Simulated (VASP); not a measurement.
BP2: single point with PBE

BP2:

```xyz
6
Lattice="0.0000 3.4040 3.4040 3.4040 0.0000 3.4040 3.4040 3.4040 0.0000" Properties=species:S:1:pos:R:3 pbc="T T T"
B     0.0000    0.0000    0.0000
B     1.7020    1.7020    1.7020
P     4.2550    4.2550    4.2550
P     4.2550    2.5530    2.5530
P     2.5530    2.5530    4.2550
P     2.5530    4.2550    2.5530
```

```
Program                : VASP 6.6.1
Task                   : single point
Functional             : PBE
Potentials or basis    : VASP PAW PBE potentials, release 64 (B, P)
Cutoff                 : 500 eV
k mesh                 : 4 × 4 × 4
Occupations            : gaussian, width 0.2 eV
Spin                   : no spin polarisation
Dipole correction      : no
Further INCAR settings : ALGO = Normal; EDIFF = 1e-06; NBANDS = 22
```

The pressure is 0.2 GPa. The band gap on the k mesh is zero (band 13 reaches 8.73 eV, above the bottom of band 14 at 6.59 eV).

Levels at points of the mesh, in eV from the Fermi level:
```tsv
k point	band 9	band 10	band 11	band 12	band 13	band 14	band 15	band 16	band 17	band 18
(0.00, 0.00, 0.00)	-5.94	-3.18	-3.18	-2.85	-1.44	-1.44	-1.44	4.06	4.06	4.06
(0.50, 0.00, 0.00)	-2.89	-1.93	-1.26	-1.26	-1.12	-1.12	1.98	2.26	3.08	3.08
(0.50, 0.50, 0.00)	-1.35	-1.35	-0.88	-0.88	-0.43	-0.43	1.25	1.25	1.95	1.95
```

Run time: 19 s on 1 thread of Intel Xeon 8259CL (shared host), peak memory 0.19 GiB.

Caveat: the k points lie up to 0.40 Å⁻¹ apart.
